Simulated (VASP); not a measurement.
# Si (Imma) in VASP: further runs

Si is run at these levels: LDA; tasks: electric field gradients.

All numbers are computed with VASP 6.6.1; they aren't measurements. Logs are shortened: lines on timing, memory, paths and dates and some standing lists are left out, and cuts for length are marked.

### 1 The cell of the first run

The structure is orthorhombic, space group Imma (No. 74). The conventional cell has a = 4.502 Å, b = 4.737 Å, c = 2.474 Å, α = 90.00°, β = 90.00°, γ = 90.00°. Si (site symmetry mm2) has 8 Si at 2.39 to 2.72 Å within 3.2 Å.

### 2 Electric field gradients, LDA (zz strain of -3 %)

Contents of INCAR:

```
SYSTEM = Si
ALGO = Normal
EDIFF = 1E-8
ENCUT = 520
GGA = CA
ISIF = 2
ISMEAR = -1
LASPH = .TRUE.
LCHARG = .FALSE.
LEFG = .TRUE.
LREAL = .FALSE.
LWAVE = .FALSE.
NBANDS = 11
NELM = 60
PREC = Accurate
SIGMA = 0.05
```

Contents of KPOINTS:

```
k-points
0
G
  16 16 16
  0 0 0
```

Contents of POSCAR:

```
Si
1.0
   -2.2510000000      2.3685000000      1.2367500000
    2.2510000000     -2.3685000000      1.2367500000
    2.2510000000      2.3685000000     -1.2367500000
Si
2
Direct
    0.8070000000      0.5570000000      0.2500000000
    0.1930000000      0.4430000000      0.7500000000
```

Potentials or basis: VASP PAW LDA potentials, release 64 (Si).

Command:

```
cat potpaw_LDA.64/Si/POTCAR > POTCAR
mpirun -np 1 vasp_std > vasp.out
```

OUTCAR:

```text
SYSTEM = Si
   EDIFF = 1E-8
   ENCUT = 520
   GGA = CA
   ISIF = 2
   ISMEAR = -1
   LASPH = .TRUE.
   LREAL = .FALSE.
   NELM = 60
   PREC = Accurate

 ion  position               nearest neighbor table
   1  0.807  0.557  0.250-   2 2.39   2 2.39   2 2.45   2 2.45   2 2.72   2 2.72
   2  0.193  0.443  0.750-   1 2.39   1 2.39   1 2.45   1 2.45   1 2.72   1 2.72

  LATTYP: Found a body centered orthorhombic cell.
 ALAT       =     2.4735000000
 B/A-ratio  =     1.8200929856
 C/A-ratio  =     1.9151000606

  Lattice vectors:

 A1 = (   2.2510000000,  -2.3685000000,   1.2367500000)
 A2 = (  -2.2510000000,  -2.3685000000,  -1.2367500000)
 A3 = (   2.2510000000,   2.3685000000,  -1.2367500000)

Analysis of symmetry for initial positions (statically):
=====================================================================
 Subroutine PRICEL returns:
 Original cell was already a primitive cell.

 Routine SETGRP: Setting up the symmetry group for a
 body centered orthorhombic supercell.

 Subroutine GETGRP returns: Found  8 space group operations
 (whereof  4 operations were pure point group operations)
 out of a pool of  8 trial point group operations.

The static configuration has the point symmetry C_2h.
 The point group associated with its full space group is D_2h.

Analysis of symmetry for dynamics (positions and initial velocities):
=====================================================================
 Subroutine PRICEL returns:
 Original cell was already a primitive cell.

 Routine SETGRP: Setting up the symmetry group for a
 body centered orthorhombic supercell.

 Subroutine GETGRP returns: Found  8 space group operations
 (whereof  4 operations were pure point group operations)
 out of a pool of  8 trial point group operations.

The dynamic configuration has the point symmetry C_2h.
 The point group associated with its full space group is D_2h.

 Subroutine INISYM returns: Found  8 space group operations
 (whereof  4 operations are pure point group operations),
 and found     1 'primitive' translations

----------------------------------------------------------------------------------------

                                     Primitive cell

  volume of cell :      26.3749

  direct lattice vectors                    reciprocal lattice vectors
    -2.251000000  2.368500000  1.236750000     0.000000000  0.211104074  0.404285426
     2.251000000 -2.368500000  1.236750000     0.222123501  0.000000000  0.404285426
     2.251000000  2.368500000 -1.236750000     0.222123501  0.211104074  0.000000000

  length of vectors
     3.493757835  3.493757835  3.493757835     0.456082926  0.461286847  0.306437236

  position of ions in fractional coordinates (direct lattice)
     0.807000000  0.557000000  0.250000000
     0.193000000  0.443000000  0.750000000

  ion indices of the primitive-cell ions
   primitive index   ion index
                 1           1
                 2           2

----------------------------------------------------------------------------------------

 KPOINTS: k-points

Automatic generation of k-mesh.
 Grid dimensions read from file:
 generate k-points for:   16   16   16

 Generating k-lattice:

  Cartesian coordinates                     Fractional coordinates (reciprocal lattice)
     0.000000000  0.013194005  0.025267839     0.062500000 -0.000000000  0.000000000
     0.013882719  0.000000000  0.025267839    -0.000000000  0.062500000  0.000000000
     0.013882719  0.013194005  0.000000000     0.000000000  0.000000000  0.062500000

  Length of vectors
     0.028505183  0.028830428  0.019152327

  Shift w.r.t. Gamma in fractional coordinates (k-lattice)
     0.000000000  0.000000000  0.000000000

 Subroutine IBZKPT returns following result:
 ===========================================

 Found    621 irreducible k-points:

 Following reciprocal coordinates:
            Coordinates               Weight
  0.000000  0.000000  0.000000      1.000000
  0.062500 -0.000000  0.000000      4.000000
  0.125000 -0.000000  0.000000      4.000000
  0.187500  0.000000 -0.000000      4.000000
  0.250000 -0.000000  0.000000      4.000000
  0.312500 -0.000000  0.000000      4.000000
[... 16 lines left out ...]
 -0.187500  0.062500  0.000000      8.000000
 -0.125000  0.062500 -0.000000      8.000000
 [... further k-points ...]
   k-points           NKPTS =    621   k-points in BZ     NKDIM =    621   number of bands    NBANDS=     11
   number of dos      NEDOS =    301   number of ions     NIONS =      2
   total plane-waves  NPLWV =  21952
   dimension x,y,z NGX =    28 NGY =   28 NGZ =   28
   dimension x,y,z NGXF=    56 NGYF=   56 NGZF=   56
   ions per type =               2
   NGX,Y,Z   is equivalent  to a cutoff of  13.32, 13.32, 13.32 a.u.
   NGXF,Y,Z  is equivalent  to a cutoff of  26.65, 26.65, 26.65 a.u.
 SYSTEM =  Si
   PREC   = accura    normal or accurate (medium, high low for compatibility)
   ISTART =      0    job   : 0-new  1-cont  2-samecut
   ICHARG =      2    charge: 1-file 2-atom 10-const
   ISPIN  =      1    spin polarized calculation?
   LNONCOLLINEAR =      F non collinear calculations
   LSORBIT =      F    spin-orbit coupling
   LASPH  =      T    aspherical Exc in radial PAW
   ENCUT  =  520.0 eV  38.22 Ry    6.18 a.u.   6.50  6.50  6.50*2*pi/ulx,y,z
   NELM   =     60;   NELMIN=  2; NELMDL= -5     # of ELM steps
   EDIFF  = 0.1E-07   stopping-criterion for ELM
   LREAL  =      F    real-space projection
   EDIFFG = 0.1E-06   stopping-criterion for IOM
   NSW    =      0    number of steps for IOM
   IBRION =     -1    ionic relax: 0-MD 1-quasi-New 2-CG
   NFREE  =      0    steps in history (QN), initial steepest desc. (CG)
   ISIF   =      2    stress and relaxation
   ISYM   =      2    0-nonsym 1-usesym 2-fastsym
   POTIM  = 0.5000    time-step for ionic-motion
   TEBEG  =    0.0;   TEEND  =   0.0 temperature during run
   PSTRESS=    0.0 pullay stress
   NELECT =       8.0000    total number of electrons
   NUPDOWN=      -1.0000    fix difference up-down
   EMIN   =  10.00;   EMAX   =-10.00  energy-range for DOS
   EFERMI =   0.00;   METHOD = LEGACY
   ISMEAR =    -1;   SIGMA  =   0.05  broadening in eV -4-tet -1-fermi 0-gaus
   EFERMI_NEDOS =   21; number of points for ismear=-14 and -15
   IALGO  =     38    algorithm
   IMIX   =      4    mixing-type and parameters
     AMIX     =   0.40;   BMIX     =  1.00
     AMIX_MAG =   1.60;   BMIX_MAG =  1.00
  volume/ion in A,a.u.               =      13.19        88.99
  Fermi-wavevector in a.u.,A,eV,Ry     =   1.099954  2.078612 16.461675  1.209899
  Thomas-Fermi vector in A             =   2.236357
   LORBIT       =      0    0 simple, 1 ext, 2 COOP (PROOUT), +10 PAW based schemes
   GGA     = CA    functional components
   LHFCALC =     F    Hartree Fock is set to
   AEXX    =    0.0000 exact exchange contribution
   IVDW    =     0    specifies the selected vdW correction
   LEPSILON=     F    determine dielectric tensor
   LRPA    =     F    only Hartree local field effects (RPA)
 non-spin polarized calculation
  energy-cutoff  :      520.00
  volume of cell :       26.37
 maximum number of plane-waves:       732
 NGX is ok and might be reduce to    28
   NGX = 13   NGY = 13   NGZ = 13

 number of electron       8.0000000 magnetization

 Free energy of the ion-electron system (eV)
  ---------------------------------------------------
  ext. energy  EPLUGINS =         0.00000000
  ---------------------------------------------------
  free energy    TOTEN  =       -11.34687329 eV

  energy without entropy =      -11.34057709  energy(sigma->0) =      -11.34372519

 E-fermi :  11.1067     XC(G=0): -11.5778

 val. band max:       11.1053497010   @ k =  -0.2500  -0.2500   0.0625
 cond. band min:      11.1067010375   @ k =  -0.1875   0.5000   0.1250
 fundamental gap:      0.0013513365
 Fermi energy:        11.1066519377

 k-point     1 :       0.0000    0.0000    0.0000
  band No.  band energies     occupation
      1      -3.9602      2.00000
      2       7.8276      2.00000
      3       8.4032      2.00000
      4       9.0175      2.00000
      5      11.9649      0.00000
      6      18.8022      0.00000
      7      19.9330      0.00000
      8      21.6870      0.00000
      9      21.7098      0.00000
     10      22.7783      0.00000
     11      23.1395      0.00000
[... 309 lines left out ...]
 k-point    24 :      -0.1250    0.0625   -0.0000
  band No.  band energies     occupation
      1      -3.7405      2.00000
      2       6.7123      2.00000
      3       8.0821      2.00000
      4      10.2494      2.00000
      5      12.9249      0.00000
      6      16.8755      0.00000
      7      19.9201      0.00000
      8      20.8114      0.00000
      9      21.3135      0.00000
     10      22.3150      0.00000
     11      24.1939      0.00000

 [... further k-points ...]
[... 5 lines left out ...]
  --------------------------------------------------------------------------------------
  -------------------------------------------------------------------------------------
  Total        2.4383508      2.5488533      2.9633447      0.0000000     -0.0000000      0.0000000
  in kB      148.1207761    154.8333900    180.0122092      0.0000000     -0.0000000      0.0000000
  external PRESSURE =     160.9887918 kB  Pullay stress =       0.0000000 kB

 VOLUME and BASIS-vectors are now :
 -----------------------------------------------------------------------------
  energy-cutoff  :      520.00
  volume of cell :       26.37
      direct lattice vectors                 reciprocal lattice vectors
    -2.251000000  2.368500000  1.236750000     0.000000000  0.211104074  0.404285426
     2.251000000 -2.368500000  1.236750000     0.222123501  0.000000000  0.404285426
     2.251000000  2.368500000 -1.236750000     0.222123501  0.211104074  0.000000000

 POSITION                                       TOTAL-FORCE (eV/Angst)
 -----------------------------------------------------------------------------------
     -0.00000      1.18425      1.37774         0.000000     -0.000000     -0.018378
      2.25100      1.18425     -0.14099        -0.000000      0.000000      0.018378
 -----------------------------------------------------------------------------------
    total drift:                                0.000000     -0.000000     -0.000000

  FREE ENERGIE OF THE ION-ELECTRON SYSTEM (eV)
  ---------------------------------------------------
  free  energy   TOTEN  =       -11.3468732896 eV

  energy  without entropy=      -11.3405770863  energy(sigma->0) =      -11.34372519

 Electric field gradients (V/A^2)
---------------------------------------------------------------------
 ion       V_xx      V_yy      V_zz      V_xy      V_xz      V_yz
---------------------------------------------------------------------
   1      12.513   -23.877    11.364    -0.000    -0.000    -0.000
   2      12.513   -23.877    11.364    -0.000    -0.000    -0.000
---------------------------------------------------------------------

 Electric field gradients after diagonalization (V/A^2)
 (convention: |V_zz| > |V_xx| > |V_yy|)
----------------------------------------------------------------------
 ion       V_xx      V_yy      V_zz     asymmetry (V_yy - V_xx)/ V_zz
----------------------------------------------------------------------
   1      12.513    11.364   -23.877       0.048
   2      12.513    11.364   -23.877       0.048
----------------------------------------------------------------------

           NMR quadrupolar parameters

 Cq : quadrupolar parameter    Cq=e*Q*V_zz/h
 eta: asymmetry parameters     (V_yy - V_xx)/ V_zz
 Q  : nuclear electric quadrupole moment in mb (millibarn)
----------------------------------------------------------------------
 ion       Cq(MHz)       eta       Q (mb)
----------------------------------------------------------------------
   1      -0.058       0.048       1.000
   2      -0.058       0.048       1.000
----------------------------------------------------------------------
```

Wall time 73 s (1 thread of Intel Xeon 6975P-C (Granite Rapids), shared host); peak memory 0.24 GiB.

What came out:

```yaml
Free_energy: -11.3469 eV
Pressure: 16.1 GPa
Largest_force: 0.018 eV/Å
Band_gap_on_the_k_mesh: zero (band 4 reaches 13.94 eV, above the bottom of band 5 at 6.57 eV)
```

Forces in eV/Å, atoms in the order of the input:
```
Si   0.000  0.000 -0.018
Si   0.000  0.000  0.018
```

Electric field gradients, principal values (V/Å²):
| atom | least | middle | greatest (by size) |
| --- | --- | --- | --- |
| 1 Si | 11.364 | 12.513 | -23.877 |
| 2 Si | 11.364 | 12.513 | -23.877 |

Caveat: the cell differs from its parent crystal (zz strain of -3 %); without QUAD_EFG the Cq values of the log hold for a quadrupole moment of 1 mb, not for the nuclei.

### 3 Electric field gradients, LDA (equal xx and yy strain of +1 %)

Contents of INCAR:

```
PREC = Accurate ; ENCUT = 520
EDIFF = 1E-8 ; ISMEAR = -1
SIGMA = 0.05 ; LREAL = F
LASPH = T ; NELM = 60
ALGO = Normal ; ISIF = 2
LWAVE = F ; LCHARG = F
LEFG = T ; NBANDS = 11
```

Contents of KPOINTS:

```
Automatic mesh
0
Gamma
  16 16 16
```

Contents of POSCAR:

```
Si
1.0
   -2.2735100000      2.3921850000      1.2750000000
    2.2735100000     -2.3921850000      1.2750000000
    2.2735100000      2.3921850000     -1.2750000000
Si
2
Direct
    0.8070000000      0.5570000000      0.2500000000
    0.1930000000      0.4430000000      0.7500000000
```

Potentials or basis: VASP PAW LDA potentials, release 64 (Si).

Command:

```
cat potpaw_LDA.64/Si/POTCAR > POTCAR
mpirun -np 1 vasp_std > vasp.out
```

OUTCAR:

```text
PREC = Accurate
   ENCUT = 520
   EDIFF = 1E-8
   ISMEAR = -1
   LREAL = F
   LASPH = T
   NELM = 60
   ISIF = 2

 ion  position               nearest neighbor table
   1  0.807  0.557  0.250-   2 2.41   2 2.41   2 2.48   2 2.48   2 2.76   2 2.76
   2  0.193  0.443  0.750-   1 2.41   1 2.41   1 2.48   1 2.48   1 2.76   1 2.76

  LATTYP: Found a body centered orthorhombic cell.
 ALAT       =     2.5500000000
 B/A-ratio  =     1.7831450980
 C/A-ratio  =     1.8762235294

  Lattice vectors:

 A1 = (   2.2735100000,  -2.3921850000,   1.2750000000)
 A2 = (  -2.2735100000,  -2.3921850000,  -1.2750000000)
[... 550 lines left out ...]
  free  energy   TOTEN  =       -11.4506879780 eV

  energy  without entropy=      -11.4446525622  energy(sigma->0) =      -11.44767027

 Electric field gradients (V/A^2)
---------------------------------------------------------------------
 ion       V_xx      V_yy      V_zz      V_xy      V_xz      V_yz
---------------------------------------------------------------------
   1      10.162   -24.772    14.609    -0.000    -0.000    -0.000
   2      10.162   -24.772    14.609    -0.000    -0.000    -0.000
---------------------------------------------------------------------

 Electric field gradients after diagonalization (V/A^2)
 (convention: |V_zz| > |V_xx| > |V_yy|)
----------------------------------------------------------------------
 ion       V_xx      V_yy      V_zz     asymmetry (V_yy - V_xx)/ V_zz
----------------------------------------------------------------------
   1      14.609    10.162   -24.772       0.180
   2      14.609    10.162   -24.772       0.180
----------------------------------------------------------------------

           NMR quadrupolar parameters

 Cq : quadrupolar parameter    Cq=e*Q*V_zz/h
 eta: asymmetry parameters     (V_yy - V_xx)/ V_zz
 Q  : nuclear electric quadrupole moment in mb (millibarn)
----------------------------------------------------------------------
 ion       Cq(MHz)       eta       Q (mb)
----------------------------------------------------------------------
   1      -0.060       0.180       1.000
   2      -0.060       0.180       1.000
----------------------------------------------------------------------
```

OSZICAR:

```text
N       E                     dE             d eps       ncg     rms          rms(c)
DAV:   1     0.501360149487E+01    0.50136E+01   -0.34998E+03 13662   0.615E+02
DAV:   2    -0.110568361885E+02   -0.16070E+02   -0.15518E+02 17928   0.874E+01
DAV:   3    -0.114857255132E+02   -0.42889E+00   -0.42571E+00 17709   0.117E+01
DAV:   4    -0.114874488560E+02   -0.17233E-02   -0.17231E-02 16463   0.925E-01
DAV:   5    -0.114874564511E+02   -0.75951E-05   -0.75948E-05 17471   0.557E-02    0.489E+00
DAV:   6    -0.114645253744E+02    0.22931E-01   -0.38469E-03 15980   0.301E-01    0.282E+00
DAV:   7    -0.114507871288E+02    0.13738E-01   -0.79412E-03 15617   0.447E-01    0.189E-01
DAV:   8    -0.114506973670E+02    0.89762E-04   -0.58242E-04 16114   0.138E-01    0.372E-02
DAV:   9    -0.114506884613E+02    0.89057E-05   -0.14144E-05 17508   0.240E-02    0.179E-02
DAV:  10    -0.114506879652E+02    0.49604E-06   -0.19255E-06 17799   0.741E-03    0.158E-03
DAV:  11    -0.114506879752E+02   -0.99160E-08   -0.11282E-07 16074   0.215E-03    0.531E-04
DAV:  12    -0.114506879780E+02   -0.28409E-08   -0.22673E-09  9880   0.261E-04
   1 F= -.11450688E+02 E0= -.11447670E+02  d E =-.603542E-02
```

stdout:

```text
POSCAR found type information on POSCAR Si
 POSCAR found :  1 types and       2 ions
 scaLAPACK will be used
 LDA part: xc-table for (Slater(with rela. corr.)+CA(PZ))
 , standard interpolation
 POSCAR, INCAR and KPOINTS ok, starting setup
 FFT: planning ... GRIDC
 FFT: planning ... GRID_SOFT
 FFT: planning ... GRID
 WAVECAR not read
 entering main loop
ion   1

ion   2
```

Run time: 74 s. Hardware: 1 thread of Intel Xeon 6975P-C (Granite Rapids), shared host; peak memory 0.25 GiB.

What came out:

```
Free energy            : -11.4507 eV
Pressure               : 7.8 GPa
Largest force          : 0.030 eV/Å
Band gap on the k mesh : zero (band 4 reaches 13.23 eV, above the bottom of band 5 at 6.08 eV)
```

Forces in eV/Å, atoms in the order of the input:
```
Si   0.000  0.000  0.030
Si   0.000  0.000 -0.030
```

Levels at points of the mesh, in eV from the Fermi level:
```csv
k point,band 2,band 3,band 4,band 5,band 6,band 7
"(0.00, 0.00, 0.00)",-2.98,-2.48,-1.92,1.19,7.73,8.76
"(0.50, 0.00, 0.00)",-7.44,-1.80,-1.34,-1.26,0.16,4.72
"(0.00, 0.50, 0.00)",-7.11,-2.80,-2.08,-1.49,1.22,5.03
"(0.50, 0.50, 0.00)",-11.30,0.09,0.09,2.76,2.76,8.74
"(0.50, 0.50, 0.50)",-8.16,-7.51,-7.24,5.90,6.70,13.58
```

Electric field gradients, principal values (V/Å²):
```csv
atom,least,middle,greatest (by size)
1 Si,10.162,14.609,-24.772
2 Si,10.162,14.609,-24.772
```

Caveat: the cell differs from its parent crystal (equal xx and yy strain of +1 %); without QUAD_EFG the Cq values of the log hold for a quadrupole moment of 1 mb, not for the nuclei.

(Continued in part 2 of 3.)
